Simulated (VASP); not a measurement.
# Li (Im-3m) in VASP: notebook

Li is run at these levels: PBE, PBE+D3(BJ); tasks: single point.

All numbers are computed with VASP 6.6.1; they aren't measurements. Logs are shortened: lines on timing, memory, paths and dates and some standing lists are left out, and cuts for length are marked.

## (1) The cell of the first run

It takes space group Im-3m (No. 229, cubic). Conventional cell: a = 2.530 Å, b = 2.530 Å, c = 2.530 Å, α = 90.00°, β = 90.00°, γ = 90.00°. Li (site symmetry m-3m) has 14 Li at 2.19 to 2.53 Å within 2.9 Å.

## (2) Single point, PBE (8.09 Å³/atom)

INCAR reads:

```
PREC     = Accurate       # precision mode
ENCUT    = 750            # plane-wave cutoff, eV
EDIFF    = 1E-6           # SCF threshold, eV
ISMEAR   = -1             # smearing method
SIGMA    = 0.1            # smearing width, eV
LREAL    = F              # projectors in reciprocal space
LASPH    = T              # aspherical terms in the spheres
NELM     = 120            # most SCF steps
ALGO     = Normal         # electronic algorithm
ISIF     = 2              # what is computed and relaxed
LWAVE    = F              # write WAVECAR
LCHARG   = F              # write CHGCAR
GGA      = PE             # functional
NBANDS   = 8              # bands
GGA_COMPAT= F
```

KPOINTS reads:

```
regular mesh
0
Gamma
  17 17 17
```

POSCAR reads:

```
Li
1.0
   -1.2648100268      1.2648100268      1.2648100268
    1.2648100268     -1.2648100268      1.2648100268
    1.2648100268      1.2648100268     -1.2648100268
Li
1
Direct
    0.0000000000      0.0000000000      0.0000000000
```

Potentials or basis: VASP PAW PBE potentials, release 64 (Li_sv).

Started as:

```sh
$ cat potpaw_PBE.64/Li_sv/POTCAR > POTCAR
$ mpirun -np 1 vasp_std > vasp.out
```

OUTCAR:

```text
PREC = Accurate
   ENCUT = 750
   EDIFF = 1E-6
   ISMEAR = -1
   LREAL = F
   LASPH = T
   NELM = 120
   ISIF = 2
   GGA = PE

 ion  position               nearest neighbor table
   1  0.000  0.000  0.000-

  LATTYP: Found a body centered cubic cell.
 ALAT       =     2.5296200536

  Lattice vectors:

 A1 = (  -1.2648100268,   1.2648100268,   1.2648100268)
 A2 = (   1.2648100268,  -1.2648100268,   1.2648100268)
 A3 = (   1.2648100268,   1.2648100268,  -1.2648100268)

Analysis of symmetry for initial positions (statically):
=====================================================================
 Subroutine PRICEL returns:
 Original cell was already a primitive cell.

 Routine SETGRP: Setting up the symmetry group for a
 body centered cubic supercell.

 Subroutine GETGRP returns: Found 48 space group operations
 (whereof 48 operations were pure point group operations)
 out of a pool of 48 trial point group operations.

The static configuration has the point symmetry O_h .

Analysis of symmetry for dynamics (positions and initial velocities):
=====================================================================
 Subroutine PRICEL returns:
 Original cell was already a primitive cell.

 Routine SETGRP: Setting up the symmetry group for a
 body centered cubic supercell.

 Subroutine GETGRP returns: Found 48 space group operations
 (whereof 48 operations were pure point group operations)
 out of a pool of 48 trial point group operations.

The dynamic configuration has the point symmetry O_h .

 Subroutine INISYM returns: Found 48 space group operations
 (whereof 48 operations are pure point group operations),
 and found     1 'primitive' translations

----------------------------------------------------------------------------------------

                                     Primitive cell

  volume of cell :       8.0935

  direct lattice vectors                    reciprocal lattice vectors
    -1.264810027  1.264810027  1.264810027     0.000000000  0.395316284  0.395316284
     1.264810027 -1.264810027  1.264810027     0.395316284  0.000000000  0.395316284
     1.264810027  1.264810027 -1.264810027     0.395316284  0.395316284  0.000000000

  length of vectors
     2.190715228  2.190715228  2.190715228     0.559061651  0.559061651  0.559061651

  position of ions in fractional coordinates (direct lattice)
     0.000000000  0.000000000  0.000000000

  ion indices of the primitive-cell ions
   primitive index   ion index
                 1           1

----------------------------------------------------------------------------------------

 KPOINTS: regular mesh

Automatic generation of k-mesh.
 Grid dimensions read from file:
 generate k-points for:   17   17   17

 Generating k-lattice:

  Cartesian coordinates                     Fractional coordinates (reciprocal lattice)
     0.000000000  0.023253899  0.023253899     0.058823529  0.000000000  0.000000000
     0.023253899  0.000000000  0.023253899     0.000000000  0.058823529  0.000000000
     0.023253899  0.023253899  0.000000000     0.000000000  0.000000000  0.058823529

  Length of vectors
     0.032885979  0.032885979  0.032885979

  Shift w.r.t. Gamma in fractional coordinates (k-lattice)
     0.000000000  0.000000000  0.000000000

 Subroutine IBZKPT returns following result:
 ===========================================

 Found    165 irreducible k-points:

 Following reciprocal coordinates:
            Coordinates               Weight
  0.000000  0.000000  0.000000      1.000000
  0.058824  0.000000  0.000000     12.000000
  0.117647  0.000000  0.000000     12.000000
  0.176471  0.000000  0.000000     12.000000
  0.235294  0.000000  0.000000     12.000000
  0.294118  0.000000  0.000000     12.000000
[... 16 lines left out ...]
  0.411765  0.117647  0.000000     48.000000
  0.176471  0.176471  0.000000     24.000000
 [... further k-points ...]
   k-points           NKPTS =    165   k-points in BZ     NKDIM =    165   number of bands    NBANDS=      8
   number of dos      NEDOS =    301   number of ions     NIONS =      1
   total plane-waves  NPLWV =   8000
   dimension x,y,z NGX =    20 NGY =   20 NGZ =   20
   dimension x,y,z NGXF=    40 NGYF=   40 NGZF=   40
   ions per type =               1
   NGX,Y,Z   is equivalent  to a cutoff of  15.18, 15.18, 15.18 a.u.
   NGXF,Y,Z  is equivalent  to a cutoff of  30.35, 30.35, 30.35 a.u.
 SYSTEM =  unknown system
   PREC   = accura    normal or accurate (medium, high low for compatibility)
   ISTART =      0    job   : 0-new  1-cont  2-samecut
   ICHARG =      2    charge: 1-file 2-atom 10-const
   ISPIN  =      1    spin polarized calculation?
   LNONCOLLINEAR =      F non collinear calculations
   LSORBIT =      F    spin-orbit coupling
   LASPH  =      T    aspherical Exc in radial PAW
   ENCUT  =  750.0 eV  55.12 Ry    7.42 a.u.   4.89  4.89  4.89*2*pi/ulx,y,z
   NELM   =    120;   NELMIN=  2; NELMDL= -5     # of ELM steps
   EDIFF  = 0.1E-05   stopping-criterion for ELM
   LREAL  =      F    real-space projection
   EDIFFG = 0.1E-04   stopping-criterion for IOM
   NSW    =      0    number of steps for IOM
   IBRION =     -1    ionic relax: 0-MD 1-quasi-New 2-CG
   NFREE  =      0    steps in history (QN), initial steepest desc. (CG)
   ISIF   =      2    stress and relaxation
   ISYM   =      2    0-nonsym 1-usesym 2-fastsym
   POTIM  = 0.5000    time-step for ionic-motion
   TEBEG  =    0.0;   TEEND  =   0.0 temperature during run
   PSTRESS=    0.0 pullay stress
   NELECT =       3.0000    total number of electrons
   NUPDOWN=      -1.0000    fix difference up-down
   EMIN   =  10.00;   EMAX   =-10.00  energy-range for DOS
   EFERMI =   0.00;   METHOD = LEGACY
   ISMEAR =    -1;   SIGMA  =   0.10  broadening in eV -4-tet -1-fermi 0-gaus
   EFERMI_NEDOS =   21; number of points for ismear=-14 and -15
   IALGO  =     38    algorithm
   IMIX   =      4    mixing-type and parameters
     AMIX     =   0.40;   BMIX     =  1.00
     AMIX_MAG =   1.60;   BMIX_MAG =  1.00
  volume/ion in A,a.u.               =       8.09        54.62
  Fermi-wavevector in a.u.,A,eV,Ry     =   1.175989  2.222297 18.816181  1.382950
  Thomas-Fermi vector in A             =   2.312360
   LORBIT       =      0    0 simple, 1 ext, 2 COOP (PROOUT), +10 PAW based schemes
   GGA     = PE    functional components
   LHFCALC =     F    Hartree Fock is set to
   AEXX    =    0.0000 exact exchange contribution
   IVDW    =     0    specifies the selected vdW correction
   LEPSILON=     F    determine dielectric tensor
   LRPA    =     F    only Hartree local field effects (RPA)
 non-spin polarized calculation
  energy-cutoff  :      750.00
  volume of cell :        8.09
 maximum number of plane-waves:       386
   NGX =  9   NGY =  9   NGZ =  9

 number of electron       2.9999997 magnetization

 Free energy of the ion-electron system (eV)
  ---------------------------------------------------
  ext. energy  EPLUGINS =         0.00000000
  ---------------------------------------------------
  free energy    TOTEN  =        -0.78059052 eV

  energy without entropy =       -0.76791891  energy(sigma->0) =       -0.77425472

 E-fermi :   4.5541     XC(G=0):  -9.7008

 val. band max:        4.5428119478   @ k =  -0.2941   0.4706   0.0588
 cond. band min:       4.5677841431   @ k =   0.4118   0.0588   0.0588
 fundamental gap:      0.0249721953
 Fermi energy:         4.5541237426

 k-point     1 :       0.0000    0.0000    0.0000
  band No.  band energies     occupation
      1     -41.2709      2.00000
      2       0.5255      2.00000
      3      31.9800      0.00000
      4      31.9800      0.00000
      5      31.9800      0.00000
      6      39.6273      0.00000
      7      39.6273      0.00000
      8      39.6273      0.00000

 k-point     2 :       0.0588    0.0000    0.0000
  band No.  band energies     occupation
      1     -41.2558      2.00000
      2       0.5866      2.00000
      3      31.1126      0.00000
      4      31.2674      0.00000
      5      31.7135      0.00000
      6      37.4226      0.00000
      7      37.8145      0.00000
      8      39.7169      0.00000

 k-point     3 :       0.1176    0.0000    0.0000
  band No.  band energies     occupation
      1     -41.2124      2.00000
      2       0.7768      2.00000
      3      28.4901      0.00000
      4      29.7808      0.00000
      5      30.9611      0.00000
      6      35.6145      0.00000
      7      35.8791      0.00000
      8      39.0606      0.00000

 k-point     4 :       0.1765    0.0000    0.0000
  band No.  band energies     occupation
      1     -41.1465      2.00000
      2       1.1045      2.00000
      3      25.0691      0.00000
      4      28.2053      0.00000
      5      29.9090      0.00000
      6      33.6890      0.00000
      7      35.5350      0.00000
      8      39.1803      0.00000

 k-point     5 :       0.2353    0.0000    0.0000
  band No.  band energies     occupation
      1     -41.0668      2.00000
      2       1.5790      2.00000
      3      21.6663      0.00000
      4      26.7879      0.00000
      5      28.7998      0.00000
      6      32.0753      0.00000
      7      35.7441      0.00000
      8      39.8906      0.00000
[... 177 lines left out ...]
 k-point    22 :       0.3529    0.1176    0.0000
  band No.  band energies     occupation
      1     -40.8366      2.00000
      2       4.1002      1.97886
      3      13.4271      0.00000
      4      21.9399      0.00000
      5      24.9803      0.00000
      6      34.0027      0.00000
      7      37.2943      0.00000
      8      44.8607      0.00000

 k-point    23 :       0.4118    0.1176    0.0000
  band No.  band energies     occupation
      1     -40.8084      2.00000
      2       4.7237      0.31012
      3      12.1546      0.00000
      4      21.6446      0.00000
      5      24.7121      0.00000
      6      33.7541      0.00000
      7      37.9829      0.00000
      8      45.7230      0.00000

 k-point    24 :       0.1765    0.1765    0.0000
  band No.  band energies     occupation
      1     -40.9657      2.00000
      2       2.4072      2.00000
      3      18.7831      0.00000
      4      22.6694      0.00000
      5      26.4267      0.00000
      6      35.0229      0.00000
      7      37.1211      0.00000
      8      41.4703      0.00000

 [... further k-points ...]
[... 5 lines left out ...]
  --------------------------------------------------------------------------------------
  -------------------------------------------------------------------------------------
  Total        2.9709993      2.9709993      2.9709993     -0.0000000     -0.0000000     -0.0000000
  in kB      588.1352861    588.1352861    588.1352861     -0.0000000     -0.0000000     -0.0000000
  external PRESSURE =     588.1352861 kB  Pullay stress =       0.0000000 kB

 VOLUME and BASIS-vectors are now :
 -----------------------------------------------------------------------------
  energy-cutoff  :      750.00
  volume of cell :        8.09
      direct lattice vectors                 reciprocal lattice vectors
    -1.264810027  1.264810027  1.264810027     0.000000000  0.395316284  0.395316284
     1.264810027 -1.264810027  1.264810027     0.395316284  0.000000000  0.395316284
     1.264810027  1.264810027 -1.264810027     0.395316284  0.395316284  0.000000000

 POSITION                                       TOTAL-FORCE (eV/Angst)
 -----------------------------------------------------------------------------------
      0.00000      0.00000      0.00000        -0.000000     -0.000000      0.000000
 -----------------------------------------------------------------------------------
    total drift:                                0.000000     -0.000000      0.000000

  FREE ENERGIE OF THE ION-ELECTRON SYSTEM (eV)
  ---------------------------------------------------
  free  energy   TOTEN  =        -0.7805905235 eV

  energy  without entropy=       -0.7679189073  energy(sigma->0) =       -0.77425472
```

Wall time 14 s (1 thread of Intel Xeon 8259CL, shared host); peak memory 0.13 GiB.

Results:

```
Free energy            : -0.7806 eV
Pressure               : 58.8 GPa
Band gap on the k mesh : zero (an odd number of electrons rules out a gap without spin polarisation)
```

Caveat: the cell stands under pressure.

(Part 1 of 2 ends here.)
